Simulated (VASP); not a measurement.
# Pt (R-3m) in VASP: notebook, part 2 of 2

VASP 6.6.1. Earlier steps stand in the parts before.

## Step 3: Single point, PBEsol (15.81 Å³/atom)

This run uses another cell than the first one, of 15.81 Å³/atom.

Input file INCAR:

```
SYSTEM = Pt
ALGO = Normal
EDIFF = 1E-6
ENCUT = 570
GGA = PS
GGA_COMPAT = .False.
ISIF = 2
ISMEAR = 0
LASPH = .True.
LCHARG = .False.
LREAL = .False.
LWAVE = .False.
NBANDS = 15
NELM = 120
PREC = Accurate
SIGMA = 0.15
```

Input file KPOINTS:

```
k-points
0
Gamma
  22 22 22
  0 0 0
```

Input file POSCAR:

```
Pt
1.0
   -2.2161047809      1.6396669127      1.6396669127
    1.6396669127     -2.2161047809      1.6396669127
    1.6396669127      1.6396669127     -2.2161047809
Pt
1
Direct
    0.0000000000      0.0000000000      0.0000000000
```

Potentials or basis: VASP PAW PBE potentials, release 64 (Pt_sv_GW).

Launch:

```sh
cat potpaw_PBE.64/Pt_sv_GW/POTCAR > POTCAR
mpirun -np 1 vasp_std > vasp.out
```

OUTCAR:

```text
SYSTEM = Pt
   EDIFF = 1E-6
   ENCUT = 570
   GGA = PS
   ISIF = 2
   ISMEAR = 0
   LASPH = .True.
   LREAL = .False.
   NELM = 120
   PREC = Accurate

 ion  position               nearest neighbor table
   1  0.000  0.000  0.000-

  LATTYP: Found a trigonal (rhomboedric) cell.
 ALAT       =     3.2075123646
 COS(alpha) =    -0.4450602107

  Lattice vectors:

 A1 = (  -2.2161047809,   1.6396669127,   1.6396669127)
 A2 = (   1.6396669127,  -2.2161047809,   1.6396669127)
 A3 = (   1.6396669127,   1.6396669127,  -2.2161047809)

Analysis of symmetry for initial positions (statically):
=====================================================================
 Subroutine PRICEL returns:
 Original cell was already a primitive cell.

 Routine SETGRP: Setting up the symmetry group for a
 trigonal (rhombohedral) supercell.

 Subroutine GETGRP returns: Found 12 space group operations
 (whereof 12 operations were pure point group operations)
 out of a pool of 12 trial point group operations.

The static configuration has the point symmetry D_3d.

Analysis of symmetry for dynamics (positions and initial velocities):
=====================================================================
 Subroutine PRICEL returns:
 Original cell was already a primitive cell.

 Routine SETGRP: Setting up the symmetry group for a
 trigonal (rhombohedral) supercell.

 Subroutine GETGRP returns: Found 12 space group operations
 (whereof 12 operations were pure point group operations)
 out of a pool of 12 trial point group operations.

The dynamic configuration has the point symmetry D_3d.

 Subroutine INISYM returns: Found 12 space group operations
 (whereof 12 operations are pure point group operations),
 and found     1 'primitive' translations

----------------------------------------------------------------------------------------

                                     Primitive cell

[... 115 lines left out ...]
   AEXX    =    0.0000 exact exchange contribution
   IVDW    =     0    specifies the selected vdW correction
   LEPSILON=     F    determine dielectric tensor
   LRPA    =     F    only Hartree local field effects (RPA)
 non-spin polarized calculation
 Gauss-broadening in eV      SIGMA  =   0.15
  energy-cutoff  :      570.00
  volume of cell :       15.81
 maximum number of plane-waves:       507
 NGX is ok and might be reduce to    28
   NGX = 13   NGY = 13   NGZ = 13

 number of electron      18.0000000 magnetization

 Free energy of the ion-electron system (eV)
  ---------------------------------------------------
  ext. energy  EPLUGINS =         0.00000000
  ---------------------------------------------------
  free energy    TOTEN  =         1.53657936 eV

  energy without entropy =        1.54254376  energy(sigma->0) =        1.53956156

 E-fermi :  10.7906     XC(G=0): -13.5397

 val. band max:       10.7883550289   @ k =   0.5000   0.0455   0.0000
 cond. band min:      10.7946052692   @ k =  -0.1364  -0.4091   0.0455
 fundamental gap:      0.0062502402
 Fermi energy:        10.7905656304

 k-point     1 :       0.0000    0.0000    0.0000
  band No.  band energies     occupation
      1     -90.8451      2.00000
      2     -44.1898      2.00000
      3     -44.1898      2.00000
      4     -41.2481      2.00000
      5      -3.6547      2.00000
      6       0.6364      2.00000
      7       4.5442      2.00000
      8       4.5442      2.00000
      9      13.8008      0.00000
     10      13.8008      0.00000
     11      21.1826      0.00000
     12      23.5015      0.00000
     13      23.5015      0.00000
     14      31.5894      0.00000
[... 401 lines left out ...]
      2     -49.9285      2.00000
      3     -42.9799      2.00000
      4     -42.9561      2.00000
      5      -0.4333      2.00000
      6       0.0508      2.00000
      7       7.8310      2.00000
      8       8.2506      2.00000
      9       9.7791      2.00000
     10      15.4904      0.00000
     11      23.3605      0.00000
     12      25.7948      0.00000
     13      26.1463      0.00000
     14      31.4069      0.00000
     15      32.0586      0.00000

 [... further k-points ...]

------------------------ aborting loop because EDIFF is reached ----------------------------------------

  FORCE on cell =-STRESS in cart. coord.  units (eV):
  Direction    XX          YY          ZZ          XY          YZ          ZX
  --------------------------------------------------------------------------------------
  -------------------------------------------------------------------------------------
  Total       23.4517735     23.4517735     23.4517735     22.5474144     22.5474144     22.5474144
  in kB     2377.0418100   2377.0418100   2377.0418100   2285.3771280   2285.3771280   2285.3771280
  external PRESSURE =    2377.0418100 kB  Pullay stress =       0.0000000 kB

 VOLUME and BASIS-vectors are now :
 -----------------------------------------------------------------------------
  energy-cutoff  :      570.00
  volume of cell :       15.81
      direct lattice vectors                 reciprocal lattice vectors
    -2.216104781  1.639666913  1.639666913     0.140609402  0.399960857  0.399960857
     1.639666913 -2.216104781  1.639666913     0.399960857  0.140609402  0.399960857
     1.639666913  1.639666913 -2.216104781     0.399960857  0.399960857  0.140609402

 POSITION                                       TOTAL-FORCE (eV/Angst)
 -----------------------------------------------------------------------------------
      0.00000      0.00000      0.00000         0.000000      0.000000      0.000000
 -----------------------------------------------------------------------------------
    total drift:                               -0.000000     -0.000000      0.000000

  FREE ENERGIE OF THE ION-ELECTRON SYSTEM (eV)
  ---------------------------------------------------
  free  energy   TOTEN  =         1.5365793620 eV

  energy  without entropy=        1.5425437563  energy(sigma->0) =        1.53956156
```

OSZICAR:

```text
N       E                     dE             d eps       ncg     rms          rms(c)
DAV:   1     0.169698478252E+03    0.16970E+03   -0.13379E+04 32177   0.138E+03
DAV:   2     0.364836413734E+01   -0.16605E+03   -0.15936E+03 37762   0.471E+02
DAV:   3     0.514097766457E+00   -0.31343E+01   -0.31262E+01 35375   0.619E+01
DAV:   4     0.506768309043E+00   -0.73295E-02   -0.73292E-02 38812   0.353E+00
DAV:   5     0.506741714289E+00   -0.26595E-04   -0.26595E-04 35704   0.191E-01    0.131E+02
DAV:   6     0.148112705546E+01    0.97439E+00   -0.16129E+00 37944   0.121E+01    0.802E+01
DAV:   7     0.149957369340E+01    0.18447E-01   -0.56515E-01 39337   0.723E+00    0.109E+01
DAV:   8     0.153503815265E+01    0.35464E-01   -0.96112E-02 36040   0.358E+00    0.335E+00
DAV:   9     0.153644360844E+01    0.14055E-02   -0.61952E-03 38091   0.104E+00    0.224E+00
DAV:  10     0.153657715830E+01    0.13355E-03   -0.67876E-04 35809   0.356E-01    0.153E-01
DAV:  11     0.153657943806E+01    0.22798E-05   -0.13513E-05 35648   0.412E-02    0.446E-02
DAV:  12     0.153657936202E+01   -0.76041E-07   -0.42301E-07 22465   0.783E-03
   1 F= 0.15365794E+01 E0= 0.15395616E+01  d E =-.596439E-02
```

stdout:

```text
POSCAR found type information on POSCAR Pt
 POSCAR found :  1 types and       1 ions
 scaLAPACK will be used
 -----------------------------------------------------------------------------
|                                                                             |
|                                                                             |
|     You enforced a specific xc type in the INCAR file but a different       |
|     I HOPE YOU KNOW WHAT YOU ARE DOING!                                     |
|                                                                             |
 -----------------------------------------------------------------------------

 LDA part: xc-table for (Slater+PW92), standard interpolation
 POSCAR, INCAR and KPOINTS ok, starting setup
 FFT: planning ... GRIDC
 FFT: planning ... GRID_SOFT
 FFT: planning ... GRID
 WAVECAR not read
 entering main loop
```

Run time: 5.2 min. Hardware: 1 thread of Intel Xeon Platinum 8259CL at 2.50GHz (Skylake/Cascade Lake), shared host; peak memory 0.41 GiB.

What came out:

```yaml
Free_energy: 1.5366 eV
Pressure: 237.7 GPa
Band_gap_on_the_k_mesh: zero (bands 9 and 10 overlap by 7.76 eV)
```

Stress tensor (GPa, compression positive):
```
237.70 228.54 228.54
228.54 237.70 228.54
228.54 228.54 237.70
```

Levels at points of the mesh, in eV from the Fermi level:
```csv
k point,band 6,band 7,band 8,band 9,band 10,band 11,band 12,band 13
"(0.00, 0.00, 0.00)",-10.15,-6.25,-6.25,3.01,3.01,10.39,12.71,12.71
"(0.50, 0.00, 0.00)",-11.46,-2.47,-1.92,0.24,4.38,12.39,15.95,16.16
"(0.50, 0.50, 0.00)",-8.13,-4.13,-2.71,-1.46,3.04,3.14,7.00,15.55
"(0.50, 0.50, 0.50)",-12.01,-1.82,-1.82,2.43,9.28,9.28,10.70,16.34
```

Caveat: atoms lie so close that the PAW spheres overlap strongly, which falsifies energies and pressures; the cell stands under pressure; the PAW data sets were made with another functional, which shifts forces and pressure a little; spin-orbit coupling is left out, which moves the levels of the heavy elements.
